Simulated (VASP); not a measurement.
# TiO2 (I4_1/amd) in VASP: notebook

TiO2 is run at these levels: PBE; tasks: single point.

All numbers are computed with VASP 6.6.1; they aren't measurements. Logs are shortened: lines on timing, memory, paths and dates and some standing lists are left out, and cuts for length are marked.

## 1. The cell of the first run

It takes space group I4_1/amd (No. 141, tetragonal). The conventional cell has a = 3.685 Å, b = 3.685 Å, c = 9.406 Å, α = 90.00°, β = 90.00°, γ = 90.00°. Ti (site symmetry -4m2) has 6 O at 1.89 to 1.94 Å within 2.5 Å. O (site symmetry 2mm) has 3 Ti at 1.89 to 1.94 Å and 2 O at 2.40 Å within 2.5 Å.

## 2. Single point, PBE (strain -0.030 along x and y, -0.030 along z)

Input file INCAR:

```
SYSTEM = TiO2
ALGO = Normal
EDIFF = 1E-6
ENCUT = 520
GGA = PE
ISIF = 2
ISMEAR = 0
LASPH = .True.
LCHARG = .False.
LREAL = .False.
LWAVE = .False.
NBANDS = 33
NELM = 100
PREC = Accurate
SIGMA = 0.05
```

Input file KPOINTS:

```
k-points
0
Gamma
  10 10 10
  0 0 0
```

Input file POSCAR:

```
TiO2
1.0
   -1.8426229311      1.8426229311      4.7029949528
    1.8426229311     -1.8426229311      4.7029949528
    1.8426229311      1.8426229311     -4.7029949528
Ti O
2 4
Direct
    0.0000000000      0.0000000000      0.0000000000
    0.7500000000      0.2500000000      0.5000000000
    0.2065067269      0.2065067269      0.0000000000
    0.9565067269      0.4565067269      0.5000000000
    0.5434932731      0.0434932731      0.5000000000
    0.7934932731      0.7934932731      0.0000000000
```

Potentials or basis: VASP PAW PBE potentials, release 64 (Ti_sv, O).

On the command line:

```bash
$ cat potpaw_PBE.64/Ti_sv/POTCAR potpaw_PBE.64/O/POTCAR > POTCAR
$ mpirun -np 1 vasp_std > vasp.out
```

OUTCAR:

```text
SYSTEM = TiO2
   EDIFF = 1E-6
   ENCUT = 520
   GGA = PE
   ISIF = 2
   ISMEAR = 0
   LASPH = .True.
   LREAL = .False.
   NELM = 100
   PREC = Accurate

 ion  position               nearest neighbor table
   1  0.000  0.000  0.000-   5 1.89   4 1.89   5 1.89   4 1.89   3 1.94   6 1.94
   2  0.750  0.250  0.500-   6 1.89   3 1.89   6 1.89   3 1.89   4 1.94   5 1.94
   3  0.207  0.207  0.000-   2 1.89   2 1.89   1 1.94
   4  0.957  0.457  0.500-   1 1.89   1 1.89   2 1.94
   5  0.543  0.043  0.500-   1 1.89   1 1.89   2 1.94
   6  0.793  0.793  0.000-   2 1.89   2 1.89   1 1.94

  LATTYP: Found a body centered tetragonal cell.
 ALAT       =     3.6852458622
 C/A-ratio  =     2.5523371458

  Lattice vectors:

 A1 = (  -1.8426229311,   1.8426229311,   4.7029949528)
 A2 = (   1.8426229311,  -1.8426229311,   4.7029949528)
 A3 = (   1.8426229311,   1.8426229311,  -4.7029949528)

Analysis of symmetry for initial positions (statically):
=====================================================================
 Subroutine PRICEL returns:
 Original cell was already a primitive cell.

 Routine SETGRP: Setting up the symmetry group for a
 body centered tetragonal supercell.

 Subroutine GETGRP returns: Found 16 space group operations
 (whereof  8 operations were pure point group operations)
 out of a pool of 16 trial point group operations.

The static configuration has the point symmetry D_2d.
 The point group associated with its full space group is D_4h.

Analysis of symmetry for dynamics (positions and initial velocities):
=====================================================================
 Subroutine PRICEL returns:
 Original cell was already a primitive cell.

 Routine SETGRP: Setting up the symmetry group for a
 body centered tetragonal supercell.

 Subroutine GETGRP returns: Found 16 space group operations
 (whereof  8 operations were pure point group operations)
 out of a pool of 16 trial point group operations.

The dynamic configuration has the point symmetry D_2d.
 The point group associated with its full space group is D_4h.

 Subroutine INISYM returns: Found 16 space group operations
 (whereof  8 operations are pure point group operations),
 and found     1 'primitive' translations

----------------------------------------------------------------------------------------

                                     Primitive cell

  volume of cell :      63.8715

  direct lattice vectors                    reciprocal lattice vectors
    -1.842622931  1.842622931  4.702994953     0.000000000  0.271352316  0.106315232
     1.842622931 -1.842622931  4.702994953     0.271352316  0.000000000  0.106315232
     1.842622931  1.842622931 -4.702994953     0.271352316  0.271352316  0.000000000

  length of vectors
     5.376679278  5.376679278  5.376679278     0.291436113  0.291436113  0.383750126

  position of ions in fractional coordinates (direct lattice)
     0.000000000  0.000000000  0.000000000
     0.750000000  0.250000000  0.500000000
     0.206506727  0.206506727  0.000000000
     0.956506727  0.456506727  0.500000000
     0.543493273  0.043493273  0.500000000
     0.793493273  0.793493273  0.000000000

  ion indices of the primitive-cell ions
   primitive index   ion index
                 1           1
                 2           2
                 3           3
                 4           4
                 5           5
                 6           6

----------------------------------------------------------------------------------------

 KPOINTS: k-points

Automatic generation of k-mesh.
 Grid dimensions read from file:
 generate k-points for:   10   10   10

 Generating k-lattice:

  Cartesian coordinates                     Fractional coordinates (reciprocal lattice)
     0.000000000  0.027135232  0.010631523     0.100000000  0.000000000 -0.000000000
     0.027135232  0.000000000  0.010631523     0.000000000  0.100000000 -0.000000000
     0.027135232  0.027135232  0.000000000     0.000000000  0.000000000  0.100000000

  Length of vectors
     0.029143611  0.029143611  0.038375013

  Shift w.r.t. Gamma in fractional coordinates (k-lattice)
     0.000000000  0.000000000  0.000000000

 Subroutine IBZKPT returns following result:
 ===========================================

 Found    102 irreducible k-points:

 Following reciprocal coordinates:
            Coordinates               Weight
  0.000000  0.000000  0.000000      1.000000
  0.100000  0.000000 -0.000000      8.000000
  0.200000  0.000000 -0.000000      8.000000
  0.300000  0.000000 -0.000000      8.000000
  0.400000  0.000000 -0.000000      8.000000
  0.500000  0.000000 -0.000000      4.000000
[... 16 lines left out ...]
  0.300000  0.300000 -0.000000      8.000000
  0.400000  0.300000 -0.000000     16.000000
 [... further k-points ...]
   k-points           NKPTS =    102   k-points in BZ     NKDIM =    102   number of bands    NBANDS=     33
   number of dos      NEDOS =    301   number of ions     NIONS =      6
   total plane-waves  NPLWV =  64000
   dimension x,y,z NGX =    40 NGY =   40 NGZ =   40
   dimension x,y,z NGXF=    80 NGYF=   80 NGZF=   80
   ions per type =               2   4
   NGX,Y,Z   is equivalent  to a cutoff of  12.37, 12.37, 12.37 a.u.
   NGXF,Y,Z  is equivalent  to a cutoff of  24.74, 24.74, 24.74 a.u.
 SYSTEM =  TiO2
   PREC   = accura    normal or accurate (medium, high low for compatibility)
   ISTART =      0    job   : 0-new  1-cont  2-samecut
   ICHARG =      2    charge: 1-file 2-atom 10-const
   ISPIN  =      1    spin polarized calculation?
   LNONCOLLINEAR =      F non collinear calculations
   LSORBIT =      F    spin-orbit coupling
   LASPH  =      T    aspherical Exc in radial PAW
   ENCUT  =  520.0 eV  38.22 Ry    6.18 a.u.  10.00 10.00 10.00*2*pi/ulx,y,z
   NELM   =    100;   NELMIN=  2; NELMDL= -5     # of ELM steps
   EDIFF  = 0.1E-05   stopping-criterion for ELM
   LREAL  =      F    real-space projection
   EDIFFG = 0.1E-04   stopping-criterion for IOM
   NSW    =      0    number of steps for IOM
   IBRION =     -1    ionic relax: 0-MD 1-quasi-New 2-CG
   NFREE  =      0    steps in history (QN), initial steepest desc. (CG)
   ISIF   =      2    stress and relaxation
   ISYM   =      2    0-nonsym 1-usesym 2-fastsym
   POTIM  = 0.5000    time-step for ionic-motion
   TEBEG  =    0.0;   TEEND  =   0.0 temperature during run
   PSTRESS=    0.0 pullay stress
   NELECT =      48.0000    total number of electrons
   NUPDOWN=      -1.0000    fix difference up-down
   EMIN   =  10.00;   EMAX   =-10.00  energy-range for DOS
   EFERMI =   0.00;   METHOD = LEGACY
   ISMEAR =     0;   SIGMA  =   0.05  broadening in eV -4-tet -1-fermi 0-gaus
   EFERMI_NEDOS =   21; number of points for ismear=-14 and -15
   IALGO  =     38    algorithm
   IMIX   =      4    mixing-type and parameters
     AMIX     =   0.40;   BMIX     =  1.00
     AMIX_MAG =   1.60;   BMIX_MAG =  1.00
  volume/ion in A,a.u.               =      10.65        71.84
  Fermi-wavevector in a.u.,A,eV,Ry     =   1.488399  2.812667 30.141424  2.215332
  Thomas-Fermi vector in A             =   2.601439
   LORBIT       =      0    0 simple, 1 ext, 2 COOP (PROOUT), +10 PAW based schemes
   GGA     = PE    functional components
   LHFCALC =     F    Hartree Fock is set to
   AEXX    =    0.0000 exact exchange contribution
   IVDW    =     0    specifies the selected vdW correction
   LEPSILON=     F    determine dielectric tensor
   LRPA    =     F    only Hartree local field effects (RPA)
 non-spin polarized calculation
 Gauss-broadening in eV      SIGMA  =   0.05
  energy-cutoff  :      520.00
  volume of cell :       63.87
 maximum number of plane-waves:      1738
   NGX = 19   NGY = 19   NGZ = 19

 number of electron      48.0000013 magnetization

 Free energy of the ion-electron system (eV)
  ---------------------------------------------------
  ext. energy  EPLUGINS =         0.00000000
  ---------------------------------------------------
  free energy    TOTEN  =       -53.42437936 eV

  energy without entropy =      -53.42437936  energy(sigma->0) =      -53.42437936

 E-fermi :   4.3273     XC(G=0): -11.0629

 val. band max:        3.9740594939   @ k =  -0.4000   0.4000   0.0000
 cond. band min:       6.2992965720   @ k =   0.0000   0.0000   0.0000
 fundamental gap:      2.3252370781
 Fermi energy:         4.3272584633

 k-point     1 :       0.0000    0.0000    0.0000
  band No.  band energies     occupation
      1     -52.0996      2.00000
      2     -52.0206      2.00000
      3     -28.6762      2.00000
      4     -28.3693      2.00000
      5     -28.3693      2.00000
      6     -28.2817      2.00000
[... 25 lines left out ...]
     32       9.8716      0.00000
     33       9.9793      0.00000

 k-point     2 :       0.1000    0.0000   -0.0000
  band No.  band energies     occupation
      1     -52.0978      2.00000
      2     -52.0217      2.00000
      3     -28.6727      2.00000
      4     -28.3868      2.00000
      5     -28.3705      2.00000
      6     -28.2893      2.00000
[... 25 lines left out ...]
     32      10.0133      0.00000
     33      10.2818      0.00000

 k-point     3 :       0.2000    0.0000   -0.0000
  band No.  band energies     occupation
      1     -52.0929      2.00000
      2     -52.0249      2.00000
      3     -28.6637      2.00000
      4     -28.4308      2.00000
      5     -28.3733      2.00000
      6     -28.3072      2.00000
[... 25 lines left out ...]
     32      10.3855      0.00000
     33      10.7219      0.00000

 k-point     4 :       0.3000    0.0000   -0.0000
  band No.  band energies     occupation
      1     -52.0860      2.00000
      2     -52.0297      2.00000
      3     -28.6534      2.00000
      4     -28.4839      2.00000
      5     -28.3763      2.00000
      6     -28.3241      2.00000
[... 673 lines left out ...]
     32      11.1809      0.00000
     33      11.3540      0.00000

 k-point    23 :       0.3000    0.3000   -0.0000
  band No.  band energies     occupation
      1     -52.0692      2.00000
      2     -52.0420      2.00000
      3     -28.6202      2.00000
      4     -28.5480      2.00000
      5     -28.4348      2.00000
      6     -28.3766      2.00000
[... 25 lines left out ...]
     32      11.1181      0.00000
     33      11.9934      0.00000

 k-point    24 :       0.4000    0.3000   -0.0000
  band No.  band energies     occupation
      1     -52.0641      2.00000
      2     -52.0453      2.00000
      3     -28.6251      2.00000
      4     -28.5764      2.00000
      5     -28.4382      2.00000
      6     -28.3981      2.00000
[... 25 lines left out ...]
     32      11.1077      0.00000
     33      12.0698      0.00000

 [... further k-points ...]
[... 5 lines left out ...]
  --------------------------------------------------------------------------------------
  -------------------------------------------------------------------------------------
  Total        9.2855991      9.2855991      9.7801081      0.0000000      0.0000000      0.0000000
  in kB      232.9233704    232.9233704    245.3278158      0.0000000      0.0000000      0.0000000
  external PRESSURE =     237.0581855 kB  Pullay stress =       0.0000000 kB

 VOLUME and BASIS-vectors are now :
 -----------------------------------------------------------------------------
  energy-cutoff  :      520.00
  volume of cell :       63.87
      direct lattice vectors                 reciprocal lattice vectors
    -1.842622931  1.842622931  4.702994953     0.000000000  0.271352316  0.106315232
     1.842622931 -1.842622931  4.702994953     0.271352316  0.000000000  0.106315232
     1.842622931  1.842622931 -4.702994953     0.271352316  0.271352316  0.000000000

 POSITION                                       TOTAL-FORCE (eV/Angst)
 -----------------------------------------------------------------------------------
      0.00000      0.00000      0.00000         0.000000      0.000000      0.000000
      0.00000      1.84262      2.35150         0.000000      0.000000      0.000000
      0.00000      0.00000      1.94240        -0.000000     -0.000000      0.568562
      0.00000      1.84262      4.29390        -0.000000     -0.000000      0.568562
      0.00000      1.84262      0.40910        -0.000000     -0.000000     -0.568562
      0.00000      0.00000      7.46359         0.000000      0.000000     -0.568562
 -----------------------------------------------------------------------------------
    total drift:                                0.000000      0.000000     -0.000000

  FREE ENERGIE OF THE ION-ELECTRON SYSTEM (eV)
  ---------------------------------------------------
  free  energy   TOTEN  =       -53.4243793585 eV

  energy  without entropy=      -53.4243793585  energy(sigma->0) =      -53.42437936
```

Run time: 13 min. Hardware: 1 thread of Intel Xeon 8259CL, shared host; peak memory 0.35 GiB.

Results:

| Property | Result |
| --- | --- |
| Free energy | -53.4244 eV |
| Pressure | 23.7 GPa |
| Largest force | 0.569 eV/Å |
| Band gap on the k mesh | 2.33 eV (least direct gap 2.61 eV) |

Forces on the atoms (eV/Å):
```
Ti   0.000  0.000  0.000
Ti   0.000  0.000  0.000
O    0.000  0.000  0.569
O    0.000  0.000  0.569
O    0.000  0.000 -0.569
O    0.000  0.000 -0.569
```

Stress tensor (GPa, compression positive):
```
23.29  0.00  0.00
 0.00 23.29  0.00
 0.00  0.00 24.53
```

Caveat: the cell differs from its parent crystal (strain -0.030 along x and y, -0.030 along z); the cell stands under pressure. A k mesh can miss the band edges.

## 3. Single point, PBE (strain -0.030 along x and y, -0.015 along z)

Input file INCAR:

```
PREC = Accurate
ENCUT = 520
EDIFF = 1E-7
ISMEAR = 0
SIGMA = 0.05
LREAL = False
LASPH = True
NELM = 80
ALGO = Normal
ISIF = 2
LWAVE = False
LCHARG = False
GGA = PE
NBANDS = 33
```

Input file KPOINTS:

```
Automatic mesh
0
Gamma
  10 10 10
```

POSCAR: that of step 2 with these lines changed.

```diff
@@ -2,5 +2,5 @@
 1.0
-   -1.8426229311      1.8426229311      4.7029949528
-    1.8426229311     -1.8426229311      4.7029949528
-    1.8426229311      1.8426229311     -4.7029949528
+   -1.8426229311      1.8426229311      4.7757216788
+    1.8426229311     -1.8426229311      4.7757216788
+    1.8426229311      1.8426229311     -4.7757216788
 Ti O
```

Potentials or basis: VASP PAW PBE potentials, release 64 (Ti_sv, O).

On the command line:

```bash
$ cat potpaw_PBE.64/Ti_sv/POTCAR potpaw_PBE.64/O/POTCAR > POTCAR
$ mpirun -np 1 vasp_std > vasp.out
```

Run time: 14 min. Hardware: 1 thread of Intel Xeon 8259CL, shared host; peak memory 0.35 GiB.

It converged, with:

* Free energy: -53.5520 eV
* Pressure: 19.2 GPa
* Largest force: 0.211 eV/Å
* Band gap on the k mesh: 2.31 eV (least direct gap 2.62 eV)

Forces in eV/Å, atoms in the order of the input:
```
Ti   0.000  0.000  0.000
Ti   0.000  0.000  0.000
O    0.000  0.000  0.211
O    0.000  0.000  0.211
O    0.000  0.000 -0.211
O    0.000  0.000 -0.211
```

Stress tensor (GPa, compression positive):
```
20.44  0.00  0.00
 0.00 20.44  0.00
 0.00  0.00 16.62
```

Levels at points of the mesh, in eV from the valence-band top:
| k point | band 21 | band 22 | band 23 | band 24 | band 25 | band 26 | band 27 | band 28 |
| --- | --- | --- | --- | --- | --- | --- | --- | --- |
| (0.00, 0.00, 0.00) | -0.78 | -0.78 | -0.48 | -0.48 | 2.31 | 3.05 | 4.42 | 4.42 |
| (0.50, 0.00, 0.00) | -2.00 | -1.00 | -0.78 | -0.67 | 3.56 | 3.83 | 3.90 | 3.93 |
| (0.50, 0.50, 0.00) | -2.15 | -2.15 | -0.04 | -0.04 | 3.54 | 3.54 | 4.08 | 4.08 |
| (0.50, 0.50, 0.50) | -1.26 | -1.26 | -0.08 | -0.08 | 2.66 | 2.66 | 4.13 | 4.13 |

Caveat: the cell differs from its parent crystal (strain -0.030 along x and y, -0.015 along z); the cell stands under pressure.
